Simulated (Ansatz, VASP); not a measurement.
CuO: VASP beside Ansatz

INCAR

```
ALGO = Normal
EDIFF = 1E-7
ENCUT = 520
GGA = PE
ISIF = 2
ISMEAR = -1
ISPIN = 2
ISYM = 0
LASPH = True
LCHARG = False
LDAU = True
LDAUJ = 0 0
LDAUL = 2 -1
LDAUPRINT = 1
LDAUTYPE = 2
LDAUU = 4 0
LMAXMIX = 4
LORBIT = 11
LREAL = False
LWAVE = False
MAGMOM = 0.58 -0.58 0 0
NBANDS = 29
NELM = 150
PREC = Accurate
SIGMA = 0.05
```

KPOINTS

```
k-points
0
Gamma
  7 7 4
```

POSCAR

```
CuO
1.0
    2.3446500000     -1.7134000000      0.0000000000
    2.3446500000      1.7134000000      0.0000000000
   -0.8605500000      0.0000000000      5.0594400000
Cu O
2 2
Direct
    0.0032000000      0.4968000000      0.0000000000
    0.4968000000      0.0032000000      0.5000000000
    0.5714000000      0.4056000000      0.2537000000
    0.4056000000      0.5714000000      0.7537000000
```

Input for Ansatz:

```yaml
crystal:
  lattice:
    - [2.34465, -1.7134, 0.0]
    - [2.34465, 1.7134, 0.0]
    - [-0.86055, 0.0, 5.05944]
  atoms:
    - { symbol: Cu, position: [0.0032, 0.4968, 0.0], spin: 1.0 }
    - { symbol: Cu, position: [0.4968, 0.0032, 0.5], spin: -1.0 }
    - { symbol: O, position: [0.5714, 0.4056, 0.2537] }
    - { symbol: O, position: [0.4056, 0.5714, 0.7537] }
  symmetry: { detect: false, time_reversal: true }
magnetization:
  spin_polarized: true
hamiltonian:
  xc: pbe
  pseudopotentials: { kind: paw }
  hubbard:
    sites:
      - { site: 0, l: d, u_eff: 4.0, starting_ns: [{ spin: up, occupation_matrix: s0up }, { spin: down, occupation_matrix: s0down }] }
      - { site: 1, l: d, u_eff: 4.0, starting_ns: [{ spin: up, occupation_matrix: s1up }, { spin: down, occupation_matrix: s1down }] }
    occupation_matrices:
      s0up:
        matrix:
          - [0.999999, 0.0, 0.0, 0.0, 0.0]
          - [0.0, 0.999999, 0.0, 0.0, 0.0]
          - [0.0, 0.0, 0.999999, 0.0, 0.0]
          - [0.0, 0.0, 0.0, 0.999999, 0.0]
          - [0.0, 0.0, 0.0, 0.0, 0.999999]
      s0down:
        matrix:
          - [0.989602, 0.014239, -0.039742, 0.064573, 0.065855]
          - [0.014239, 0.980499, 0.054427, -0.088434, -0.090189]
          - [-0.039742, 0.054427, 0.848085, 0.246832, 0.25173]
          - [0.064573, -0.088434, 0.246832, 0.598943, -0.409015]
          - [0.065855, -0.090189, 0.25173, -0.409015, 0.582868]
      s1down:
        matrix:
          - [0.999999, 0.0, 0.0, 0.0, 0.0]
          - [0.0, 0.999999, 0.0, 0.0, 0.0]
          - [0.0, 0.0, 0.999999, 0.0, 0.0]
          - [0.0, 0.0, 0.0, 0.999999, 0.0]
          - [0.0, 0.0, 0.0, 0.0, 0.999999]
      s1up:
        matrix:
          - [0.999999, 0.0, 0.0, 0.0, 0.0]
          - [0.0, 0.999999, 0.0, 0.0, 0.0]
          - [0.0, 0.0, 0.999999, 0.0, 0.0]
          - [0.0, 0.0, 0.0, 0.999999, 0.0]
          - [0.0, 0.0, 0.0, 0.0, 0.999999]
basis:
  ecutwfc: 420
kpoints:
  mp_grid: { grid: [7, 7, 4] }
scf:
  occupations: { method: fermi_dirac, width: 0.05 }
  lower_state_search: "off"
  max_iter: 200
output:
  forces: true
  stress: true
```

Alike in both runs: task single point; functional PBE; k mesh 7 × 7 × 4; occupations fermi-dirac, width 0.05 eV; collinear spin; Hubbard terms Cu d U = 4.0 eV.

```csv
,VASP,Ansatz
version,VASP 6.6.1,Ansatz 0.2.0
potentials or method,"VASP PAW PBE potentials, release 64 (Cu, O), cutoff 520 eV","PAW, plane waves, scalar-relativistic"
valence electrons in the cell,34,50
```

```tsv
	VASP	Ansatz	Ansatz less VASP
pressure (GPa)	4.1	7.6	+3.52
traceless stress, the component that is largest in VASP (GPa)	-0.74	-1.58	-0.838
rms of the force components (eV/Å)	0.427	0.458	+0.0308
net moment per atom (μB)	0.00	0.00	0.000
size of the moment on the site where the two differ most (μB)	0.57	0.53	-0.041
```

Site moments also hang on the region over which each program counts them. The programs project onto different local orbitals, so the same U acts differently, and such runs can settle in different states. Atom by atom the forces differ by 0.031 eV/Å (rms over components). VASP's potentials hold 34 valence electrons a cell and Ansatz's 50, so a difference there can come from the potentials and not from the codes. Ansatz's warnings: specified occupation not kept.
